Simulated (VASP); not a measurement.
Runs of VASP 6.6.1 on TiN (lda). The structure is that of space group Fm-3m (No. 225), or close to it. The cells are those of the table. 

```tsv
task	cell	k mesh	cutoff (eV)	smearing	gap on the mesh (eV)	pressure (GPa)	relaxed volume (Å³/atom)
single point	a = 2.950 Å, angles 60.0°, 2 atoms	8 × 8 × 8	520	gaussian 0.1 eV	none	1.1	-
single point	a = 2.951 Å, angles 60.0°, 2 atoms	18 × 18 × 18	520	fermi-dirac 0.15 eV	none	1.0	-
relaxation of cell and atoms	relaxed from a = 2.950 Å, angles 60.0°, 2 atoms	18 × 18 × 18	600	fermi-dirac 0.15 eV	none	0.0	(a)
single point	a = 2.950 Å, angles 60.0°, 2 atoms	18 × 18 × 18	520	gaussian 0.1 eV	none	1.0	-
relaxation of cell and atoms	relaxed from a = 2.950 Å, angles 60.0°, 2 atoms	18 × 18 × 18	600	gaussian 0.1 eV	none	0.0	9.10
```

Alike in all rows: level LDA; potentials or basis VASP PAW LDA potentials, release 64 (Ti_sv, N); no spin polarisation.

**Question.** Estimate the missing entries.

**Answer.** (a) 9.11.

A gap of «none» marks levels without a gap at the run's occupations.
